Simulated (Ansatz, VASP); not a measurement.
**InAs in VASP and in Ansatz**

The input POSCAR:

```
InAs
1.0
    0.0000000000      2.9996509527      2.9996509527
    2.9996509527      0.0000000000      2.9996509527
    2.9996509527      2.9996509527      0.0000000000
In As
1 1
Direct
    0.0000000000      0.0000000000      0.0000000000
    0.7500000000      0.7500000000      0.7500000000
```

File INCAR.step1:

```
PREC = Accurate
ENCUT = 520
ISMEAR = 0
SIGMA = 0.05
LREAL = False
LASPH = True
NELM = 100
NBANDS = 16
GGA = PE
ALGO = Normal
EDIFF = 1E-4
LWAVE = True
LCHARG = False
```

The input INCAR.step2:

```
PREC = Accurate
ENCUT = 520
EDIFF = 1E-6
ISMEAR = 0
SIGMA = 0.05
LREAL = False
LASPH = True
NELM = 100
ALGO = Normal
ISIF = 2
LWAVE = False
LCHARG = False
METAGGA = R2SCAN
LMIXTAU = True
LUSE_VDW = True
IVDW_NL = 2
BPARAM = 11.95
CPARAM = 0.0093
NBANDS = 16
ISTART = 1
```

The input KPOINTS:

```
Automatic mesh
0
Gamma
  6 6 6
```

Input for Ansatz:

```yaml
crystal:
  lattice:
    - [0.0, 2.9996509527, 2.9996509527]
    - [2.9996509527, 0.0, 2.9996509527]
    - [2.9996509527, 2.9996509527, 0.0]
  atoms:
    - { symbol: In, position: [0.0, 0.0, 0.0] }
    - { symbol: As, position: [0.75, 0.75, 0.75] }
basis:
  ecutwfc: 500
  ecutrho_ratio: 4
kpoints:
  mp_grid: { grid: [6, 6, 6] }
hamiltonian:
  xc: r2scan
  dispersion: rvv10
scf:
  occupations: { method: gaussian, width: 0.05 }
output:
  forces: true
  stress: true
  eigenvalues: true
```

Alike in both runs: task single point; functional r2SCAN; dispersion rVV10; k mesh 6 × 6 × 6; occupations gaussian, width 0.05 eV; no spin polarisation.

|  | VASP | Ansatz |
| --- | --- | --- |
| version | VASP 6.6.1 | Ansatz 0.2.0 |
| potentials or method | VASP PAW PBE potentials, release 64 (In_d, As), cutoff 520 eV | scalar-relativistic, plane waves, PAW |
| valence electrons in the cell | 18 | 28 |

VASP gave:

```
gap on the k mesh at the Fermi level (eV) : 0.35
least direct gap on the mesh (eV)         : 0.35
pressure (GPa)                            : 2.9
```

Task: What did Ansatz give for the same quantities?

Result: gap on the k mesh at the Fermi level (eV): 0.35; least direct gap on the mesh (eV): 0.35; pressure (GPa): 2.7.

VASP's potentials were made for PBE, not for r2SCAN. VASP's potentials hold 18 valence electrons a cell and Ansatz's 28, so a difference there can come from the potentials and not from the codes.
